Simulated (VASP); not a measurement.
# MnO (I4mm) in VASP: further runs

The runs below take MnO through single point, with PBE.

Program: VASP 6.6.1. These are calculated values, not measurements. Logs are shortened: lines on timing, memory, paths and dates and some standing lists are left out, and cuts for length are marked.

## 1. The cell of the first run

It takes space group I4mm (No. 107, tetragonal). Conventional cell: a = 3.076 Å, b = 3.076 Å, c = 4.350 Å, α = 90.00°, β = 90.00°, γ = 90.00°. Within 2.4 Å of Mn (site symmetry 4mm) lie 5 O at 1.80 to 2.21 Å. O (site symmetry 4mm) has 5 Mn at 1.80 to 2.21 Å within 2.4 Å.

## 2. Single point, PBE, collinear spin, ferromagnetic start

File INCAR:

```
SYSTEM = MnO
PREC = Accurate
ENCUT = 600
EDIFF = 1E-6
ISMEAR = -1
SIGMA = 0.15
LREAL = .False.
LASPH = .True.
NELM = 200
ALGO = Normal
ISIF = 2
LWAVE = .False.
LCHARG = .False.
ISPIN = 2
MAGMOM = 5 0
LORBIT = 11
LMAXMIX = 4
GGA = PE
NBANDS = 20
GGA_COMPAT = .False.
```

File KPOINTS:

```
regular mesh
0
Gamma
  3 3 3
  0 0 0
```

File POSCAR:

```
MnO
1.0
    0.0000000000      2.1750000000      2.1750000000
    2.1750000000      0.0000000000      2.1750000000
    2.1750000000      2.1750000000      0.0000000000
Mn O
1 1
Direct
    0.0000000000      0.0000000000      0.0000000000
    0.4137931034      0.4137931034     -0.4137931034
```

Potentials or basis: VASP PAW PBE potentials, release 64 (Mn_pv, O).

Started as:

```console
$ cat potpaw_PBE.64/Mn_pv/POTCAR potpaw_PBE.64/O/POTCAR > POTCAR
$ mpirun -np 1 vasp_std > vasp.out
```

OUTCAR:

```text
SYSTEM = MnO
   PREC = Accurate
   ENCUT = 600
   EDIFF = 1E-6
   ISMEAR = -1
   LREAL = .False.
   LASPH = .True.
   NELM = 200
   ISIF = 2
   ISPIN = 2
   LORBIT = 11
   GGA = PE

 ion  position               nearest neighbor table
   1  0.000  0.000  0.000-   2 1.80   2 2.21   2 2.21   2 2.21   2 2.21   2 2.55
   2  0.414  0.414  0.586-   1 1.80   1 2.21   1 2.21   1 2.21   1 2.21   1 2.55

  LATTYP: Found a face centered cubic cell.
 ALAT       =     4.3500000000

  Lattice vectors:

 A1 = (   0.0000000000,   2.1750000000,   2.1750000000)
 A2 = (   2.1750000000,   0.0000000000,   2.1750000000)
 A3 = (   2.1750000000,   2.1750000000,   0.0000000000)

Analysis of symmetry for initial positions (statically):
=====================================================================
 Subroutine PRICEL returns:
 Original cell was already a primitive cell.

 Routine SETGRP: Setting up the symmetry group for a
 face centered cubic supercell.

 Subroutine GETGRP returns: Found  8 space group operations
 (whereof  8 operations were pure point group operations)
 out of a pool of 48 trial point group operations.

The static configuration has the point symmetry C_4v.

Analysis of symmetry for dynamics (positions and initial velocities):
=====================================================================
 Subroutine PRICEL returns:
 Original cell was already a primitive cell.

 Routine SETGRP: Setting up the symmetry group for a
 face centered cubic supercell.

 Subroutine GETGRP returns: Found  8 space group operations
 (whereof  8 operations were pure point group operations)
 out of a pool of 48 trial point group operations.

The dynamic configuration has the point symmetry C_4v.

Analysis of structural, dynamic, and magnetic symmetry:
=====================================================================
 Subroutine PRICEL returns:
 Original cell was already a primitive cell.

 Routine SETGRP: Setting up the symmetry group for a
 face centered cubic supercell.

 Subroutine GETGRP returns: Found  8 space group operations
 (whereof  8 operations were pure point group operations)
 out of a pool of 48 trial point group operations.

The overall configuration has the point symmetry C_4v.

 Subroutine INISYM returns: Found  8 space group operations
 (whereof  8 operations are pure point group operations),
 and found     1 'primitive' translations

----------------------------------------------------------------------------------------

                                     Primitive cell

  volume of cell :      20.5782

  direct lattice vectors                    reciprocal lattice vectors
     0.000000000  2.175000000  2.175000000    -0.229885057  0.229885057  0.229885057
     2.175000000  0.000000000  2.175000000     0.229885057 -0.229885057  0.229885057
     2.175000000  2.175000000  0.000000000     0.229885057  0.229885057 -0.229885057

  length of vectors
     3.075914498  3.075914498  3.075914498     0.398172599  0.398172599  0.398172599

  position of ions in fractional coordinates (direct lattice)
     0.000000000  0.000000000  0.000000000
     0.413793103  0.413793103  0.586206897

  ion indices of the primitive-cell ions
   primitive index   ion index
                 1           1
                 2           2

----------------------------------------------------------------------------------------

 KPOINTS: regular mesh

Automatic generation of k-mesh.
 Grid dimensions read from file:
 generate k-points for:    3    3    3

 Generating k-lattice:

  Cartesian coordinates                     Fractional coordinates (reciprocal lattice)
    -0.076628352  0.076628352  0.076628352     0.333333333  0.000000000  0.000000000
     0.076628352 -0.076628352  0.076628352     0.000000000  0.333333333  0.000000000
     0.076628352  0.076628352 -0.076628352     0.000000000  0.000000000  0.333333333

  Length of vectors
     0.132724200  0.132724200  0.132724200

  Shift w.r.t. Gamma in fractional coordinates (k-lattice)
     0.000000000  0.000000000  0.000000000

 Subroutine IBZKPT returns following result:
 ===========================================

 Found      6 irreducible k-points:

 Following reciprocal coordinates:
            Coordinates               Weight
  0.000000  0.000000  0.000000      1.000000
  0.333333  0.000000  0.000000      8.000000
  0.333333  0.333333  0.000000      2.000000
  0.000000  0.333333  0.333333      4.000000
 -0.333333  0.333333  0.000000      4.000000
  0.000000 -0.333333  0.333333      8.000000
   k-points           NKPTS =      6   k-points in BZ     NKDIM =      6   number of bands    NBANDS=     20
   number of dos      NEDOS =    301   number of ions     NIONS =      2
   total plane-waves  NPLWV =  21952
   dimension x,y,z NGX =    28 NGY =   28 NGZ =   28
   dimension x,y,z NGXF=    56 NGYF=   56 NGZF=   56
   ions per type =               1   1
   NGX,Y,Z   is equivalent  to a cutoff of  15.13, 15.13, 15.13 a.u.
   NGXF,Y,Z  is equivalent  to a cutoff of  30.27, 30.27, 30.27 a.u.
 SYSTEM =  MnO
   PREC   = accura    normal or accurate (medium, high low for compatibility)
   ISTART =      0    job   : 0-new  1-cont  2-samecut
   ICHARG =      2    charge: 1-file 2-atom 10-const
   ISPIN  =      2    spin polarized calculation?
   LNONCOLLINEAR =      F non collinear calculations
   LSORBIT =      F    spin-orbit coupling
   LASPH  =      T    aspherical Exc in radial PAW
   ENCUT  =  600.0 eV  44.10 Ry    6.64 a.u.   6.14  6.14  6.14*2*pi/ulx,y,z
   NELM   =    200;   NELMIN=  2; NELMDL= -5     # of ELM steps
   EDIFF  = 0.1E-05   stopping-criterion for ELM
   LREAL  =      F    real-space projection
   EDIFFG = 0.1E-04   stopping-criterion for IOM
   NSW    =      0    number of steps for IOM
   IBRION =     -1    ionic relax: 0-MD 1-quasi-New 2-CG
   NFREE  =      0    steps in history (QN), initial steepest desc. (CG)
   ISIF   =      2    stress and relaxation
   ISYM   =      2    0-nonsym 1-usesym 2-fastsym
   POTIM  = 0.5000    time-step for ionic-motion
   TEBEG  =    0.0;   TEEND  =   0.0 temperature during run
   PSTRESS=    0.0 pullay stress
   NELECT =      19.0000    total number of electrons
   NUPDOWN=      -1.0000    fix difference up-down
   EMIN   =  10.00;   EMAX   =-10.00  energy-range for DOS
   EFERMI =   0.00;   METHOD = LEGACY
   ISMEAR =    -1;   SIGMA  =   0.15  broadening in eV -4-tet -1-fermi 0-gaus
   EFERMI_NEDOS =   21; number of points for ismear=-14 and -15
   IALGO  =     38    algorithm
   IMIX   =      4    mixing-type and parameters
     AMIX     =   0.40;   BMIX     =  1.00
     AMIX_MAG =   1.60;   BMIX_MAG =  1.00
  volume/ion in A,a.u.               =      10.29        69.43
  Fermi-wavevector in a.u.,A,eV,Ry     =   1.594129  3.012467 34.575764  2.541247
  Thomas-Fermi vector in A             =   2.692251
   LORBIT       =     11    0 simple, 1 ext, 2 COOP (PROOUT), +10 PAW based schemes
   GGA     = PE    functional components
   LHFCALC =     F    Hartree Fock is set to
   AEXX    =    0.0000 exact exchange contribution
   IVDW    =     0    specifies the selected vdW correction
   LEPSILON=     F    determine dielectric tensor
   LRPA    =     F    only Hartree local field effects (RPA)
 spin polarized calculation
  energy-cutoff  :      600.00
  volume of cell :       20.58
 maximum number of plane-waves:       701
 NGX is ok and might be reduce to    28
   NGX = 13   NGY = 13   NGZ = 13

 number of electron      19.0000002 magnetization       4.6010096

 Free energy of the ion-electron system (eV)
  ---------------------------------------------------
  ext. energy  EPLUGINS =         0.00000000
  ---------------------------------------------------
  free energy    TOTEN  =       -15.86839514 eV

  energy without entropy =      -15.76890439  energy(sigma->0) =      -15.81864976

 E-fermi :   8.5666     XC(G=0): -12.1976

 val. band max:        8.5224662727   @ k =   0.0000   0.3333   0.3333
 cond. band min:       8.5889992134   @ k =   0.3333   0.0000   0.0000
 fundamental gap:      0.0665329407
 Fermi energy:         8.5665737567

 spin component 1

 k-point     1 :       0.0000    0.0000    0.0000
  band No.  band energies     occupation
      1     -42.0346      1.00000
      2     -41.8961      1.00000
      3     -41.8961      1.00000
      4     -12.6523      1.00000
      5       2.4484      1.00000
      6       3.0052      1.00000
[... 12 lines left out ...]
     19      29.3237      0.00000
     20      30.0457      0.00000
[... 93 lines left out ...]
 k-point     6 :       0.0000   -0.3333    0.3333
  band No.  band energies     occupation
      1     -42.0798      1.00000
      2     -41.9515      1.00000
      3     -41.9317      1.00000
      4     -11.5484      1.00000
      5       0.5288      1.00000
      6       1.1707      1.00000
[... 12 lines left out ...]
     19      33.3845      0.00000
     20      34.3650      0.00000
 Fermi energy:         8.5665737567

 spin component 2

 k-point     1 :       0.0000    0.0000    0.0000
  band No.  band energies     occupation
      1     -37.7053      1.00000
      2     -37.4343      1.00000
      3     -37.4343      1.00000
      4     -12.1364      1.00000
      5       3.5284      1.00000
      6       4.1169      1.00000
[... 12 lines left out ...]
     19      31.5304      0.00000
     20      31.8016      0.00000
[... 93 lines left out ...]
 k-point     6 :       0.0000   -0.3333    0.3333
  band No.  band energies     occupation
      1     -37.7607      1.00000
      2     -37.5023      1.00000
      3     -37.4790      1.00000
      4     -11.0509      1.00000
      5       1.5046      1.00000
      6       2.0006      1.00000
[... 12 lines left out ...]
     19      34.6465      0.00000
     20      35.4260      0.00000

------------------------ aborting loop because EDIFF is reached ----------------------------------------

  FORCE on cell =-STRESS in cart. coord.  units (eV):
  Direction    XX          YY          ZZ          XY          YZ          ZX
  --------------------------------------------------------------------------------------
  -------------------------------------------------------------------------------------
  Total        1.5253109      1.5253109      6.3353626      0.0000000      0.0000000     -0.0000000
  in kB      118.7575320    118.7575320    493.2581608      0.0000000      0.0000000     -0.0000000
  external PRESSURE =     243.5910749 kB  Pullay stress =       0.0000000 kB

 VOLUME and BASIS-vectors are now :
 -----------------------------------------------------------------------------
  energy-cutoff  :      600.00
  volume of cell :       20.58
      direct lattice vectors                 reciprocal lattice vectors
     0.000000000  2.175000000  2.175000000    -0.229885057  0.229885057  0.229885057
     2.175000000  0.000000000  2.175000000     0.229885057 -0.229885057  0.229885057
     2.175000000  2.175000000  0.000000000     0.229885057  0.229885057 -0.229885057

 POSITION                                       TOTAL-FORCE (eV/Angst)
 -----------------------------------------------------------------------------------
      0.00000      0.00000      0.00000         0.000000      0.000000     -3.405819
      2.17500      2.17500      1.80000         0.000000      0.000000      3.405819
 -----------------------------------------------------------------------------------
    total drift:                                0.000000      0.000000     -0.000273

  FREE ENERGIE OF THE ION-ELECTRON SYSTEM (eV)
  ---------------------------------------------------
  free  energy   TOTEN  =       -15.8683951395 eV

  energy  without entropy=      -15.7689043858  energy(sigma->0) =      -15.81864976

 total charge

# of ion       s       p       d       tot
------------------------------------------
    1        0.248   6.242   5.066  11.557
    2        1.565   3.476   0.000   5.041
--------------------------------------------------
tot          1.813   9.718   5.066  16.598

 magnetization (x)

# of ion       s       p       d       tot
------------------------------------------
    1        0.044   0.039   4.033   4.116
    2        0.035   0.194   0.000   0.229
--------------------------------------------------
tot          0.078   0.233   4.033   4.345
```

Wall time 27 s (1 thread of Intel Xeon 8259CL, shared host); peak memory 0.17 GiB.

What came out:

| Item | Value |
| --- | --- |
| Free energy | -15.8684 eV |
| Pressure | 24.4 GPa |
| Largest force | 3.406 eV/Å |
| Net moment | 4.60 μB per cell |
| Site moments | Mn +4.12; O +0.23 μB |
| Valence electrons inside the program's atomic spheres | Mn 11.56; O 5.04 |

Forces on the atoms (eV/Å):
```
Mn   0.000  0.000 -3.406
O    0.000  0.000  3.406
```

Levels at points of the mesh, in eV from the Fermi level:
Spin up:
| k point | band 9 | band 10 | band 11 | band 12 | band 13 | band 14 | band 15 | band 16 |
| --- | --- | --- | --- | --- | --- | --- | --- | --- |
| (0.00, 0.00, 0.00) | -2.84 | -2.10 | -2.10 | -1.01 | -0.38 | 13.50 | 16.09 | 16.09 |
Spin down:
```tsv
k point	band 5	band 6	band 7	band 8	band 9	band 10
(0.00, 0.00, 0.00)	-5.04	-4.45	-4.45	0.36	0.68	1.11
```

Caveat: the k points lie up to 0.83 Å⁻¹ apart; a cell with one magnetic atom can't hold antiferromagnetic order, which such compounds often take; semilocal functionals often make such compounds metallic where correlation or magnetic order opens a gap, which also shifts bond lengths; forces of over 1 eV/Å act on the atoms, so gaps and moduli don't describe the material at rest. With open d or f shells a metallic result of PBE can be an artefact of self-interaction; +U or a hybrid may open a gap.

## 3. Single point, PBE, collinear spin, ferromagnetic start

File INCAR:

```
PREC = Accurate
ENCUT = 600
EDIFF = 1E-6
ISMEAR = -1
SIGMA = 0.15
LREAL = False
LASPH = True
NELM = 200
ALGO = Normal
ISIF = 2
LWAVE = False
LCHARG = False
ISPIN = 2
MAGMOM = 5 0
LORBIT = 11
LMAXMIX = 4
GGA = PE
NBANDS = 20
GGA_COMPAT = False
```

File KPOINTS:

```
Automatic mesh
0
Gamma
  3 3 3
```

POSCAR is that of step 2.

Potentials or basis: VASP PAW PBE potentials, release 64 (Mn_pv, O).

Started as:

```console
$ cat potpaw_PBE.64/Mn_pv/POTCAR potpaw_PBE.64/O/POTCAR > POTCAR
$ mpirun -np 1 vasp_std > vasp.out
```

OUTCAR:

```text
PREC = Accurate
   ENCUT = 600
   EDIFF = 1E-6
   ISMEAR = -1
   LREAL = False
   LASPH = True
   NELM = 200
   ISIF = 2
   ISPIN = 2
   LORBIT = 11
   GGA = PE

 ion  position               nearest neighbor table
   1  0.000  0.000  0.000-   2 1.80   2 2.21   2 2.21   2 2.21   2 2.21   2 2.55
   2  0.414  0.414  0.586-   1 1.80   1 2.21   1 2.21   1 2.21   1 2.21   1 2.55

  LATTYP: Found a face centered cubic cell.
 ALAT       =     4.3500000000

  Lattice vectors:

 A1 = (   0.0000000000,   2.1750000000,   2.1750000000)
 A2 = (   2.1750000000,   0.0000000000,   2.1750000000)
[... 468 lines left out ...]

 VOLUME and BASIS-vectors are now :
 -----------------------------------------------------------------------------
  energy-cutoff  :      600.00
  volume of cell :       20.58
      direct lattice vectors                 reciprocal lattice vectors
     0.000000000  2.175000000  2.175000000    -0.229885057  0.229885057  0.229885057
     2.175000000  0.000000000  2.175000000     0.229885057 -0.229885057  0.229885057
     2.175000000  2.175000000  0.000000000     0.229885057  0.229885057 -0.229885057

 POSITION                                       TOTAL-FORCE (eV/Angst)
 -----------------------------------------------------------------------------------
      0.00000      0.00000      0.00000         0.000000      0.000000     -3.405819
      2.17500      2.17500      1.80000         0.000000      0.000000      3.405819
 -----------------------------------------------------------------------------------
    total drift:                                0.000000      0.000000     -0.000273

  FREE ENERGIE OF THE ION-ELECTRON SYSTEM (eV)
  ---------------------------------------------------
  free  energy   TOTEN  =       -15.8683951395 eV

  energy  without entropy=      -15.7689043858  energy(sigma->0) =      -15.81864976

 total charge

# of ion       s       p       d       tot
------------------------------------------
    1        0.248   6.242   5.066  11.557
    2        1.565   3.476   0.000   5.041
--------------------------------------------------
tot          1.813   9.718   5.066  16.598

 magnetization (x)

# of ion       s       p       d       tot
------------------------------------------
    1        0.044   0.039   4.033   4.116
    2        0.035   0.194   0.000   0.229
--------------------------------------------------
tot          0.078   0.233   4.033   4.345
```

stdout:

```text
POSCAR found type information on POSCAR MnO
 POSCAR found :  2 types and       2 ions
 scaLAPACK will be used
 LDA part: xc-table for (Slater+PW92), standard interpolation
 POSCAR, INCAR and KPOINTS ok, starting setup
 FFT: planning ... GRIDC
 FFT: planning ... GRID_SOFT
 FFT: planning ... GRID
 WAVECAR not read
 entering main loop
```

Wall time 26 s (1 thread of Intel Xeon 8259CL, shared host); peak memory 0.17 GiB.

What came out:

```
Free energy                                           : -15.8684 eV
Pressure                                              : 24.4 GPa
Largest force                                         : 3.406 eV/Å
Net moment                                            : 4.60 μB per cell
Site moments                                          : Mn +4.12; O +0.23 μB
Valence electrons inside the program's atomic spheres : Mn 11.56; O 5.04
```

Forces in eV/Å, atoms in the order of the input:
```
Mn   0.000  0.000 -3.406
O    0.000  0.000  3.406
```

Stress tensor (GPa, compression positive):
```
11.88  0.00  0.00
 0.00 11.88  0.00
 0.00  0.00 49.33
```

Caveat: the k points lie up to 0.83 Å⁻¹ apart; a cell with one magnetic atom can't hold antiferromagnetic order, which such compounds often take; semilocal functionals often make such compounds metallic where correlation or magnetic order opens a gap, which also shifts bond lengths; forces of over 1 eV/Å act on the atoms, so gaps and moduli don't describe the material at rest.
